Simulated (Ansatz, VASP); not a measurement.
# BaTe: VASP beside Ansatz

INCAR

```
  PREC = Accurate
  ENCUT = 520
  EDIFF = 1E-6
  ISMEAR = 0
  SIGMA = 0.05
  LREAL = F
  LASPH = T
  NELM = 60
  ALGO = Normal
  ISIF = 2
  LWAVE = F
  LCHARG = F
  NBANDS = 15
```

The input KPOINTS:

```
regular mesh
0
Gamma
  8 8 8
```

File POSCAR:

```
BaTe
1.0
    4.0137637078      0.0000000000      0.0000000000
    0.0000000000      4.0137637078      0.0000000000
    0.0000000000      0.0000000000      4.0137637078
Ba Te
1 1
Direct
    0.0000000000      0.0000000000      0.0000000000
    0.5000000000      0.5000000000      0.5000000000
```

Input for Ansatz:

```yaml
crystal:
  lattice:
    - [4.0137637078, 0.0, 0.0]
    - [0.0, 4.0137637078, 0.0]
    - [0.0, 0.0, 4.0137637078]
  atoms:
    - { symbol: Ba, position: [0.0, 0.0, 0.0] }
    - { symbol: Te, position: [0.5, 0.5, 0.5] }
basis:
  ecutwfc: 420
kpoints:
  mp_grid: { grid: [8, 8, 8] }
hamiltonian:
  xc: lda
scf:
  occupations: { method: gaussian, width: 0.05 }
output:
  forces: true
  stress: true
  eigenvalues: true
```

Change from the starting cell: strain -0.025 along x and y, -0.025 along z, atoms carried along.

Alike in both runs: task single point; functional LDA; k mesh 8 × 8 × 8; occupations gaussian, width 0.05 eV; no spin polarisation.

|  | VASP | Ansatz |
| --- | --- | --- |
| version | VASP 6.6.1 | Ansatz 0.2.0 |
| potentials or method | VASP PAW LDA potentials, release 64 (Ba_sv, Te), cutoff 520 eV | scalar-relativistic, plane waves, PAW |
| valence electrons in the cell | 16 | 26 |

Ansatz gave:

```
gap on the k mesh at the Fermi level (eV) : 0.33
least direct gap on the mesh (eV)         : 0.63
pressure (GPa)                            : 3.5
```

Task: Which values does VASP return?

Result: gap on the k mesh at the Fermi level (eV): 0.16; least direct gap on the mesh (eV): 0.51; pressure (GPa): 4.5.

LDA's correlation is that of Perdew and Zunger in VASP and of Perdew and Wang (1992) in Ansatz. VASP's potentials hold 16 valence electrons a cell and Ansatz's 26, so a difference there can come from the potentials and not from the codes.

Spin-orbit coupling is off throughout.
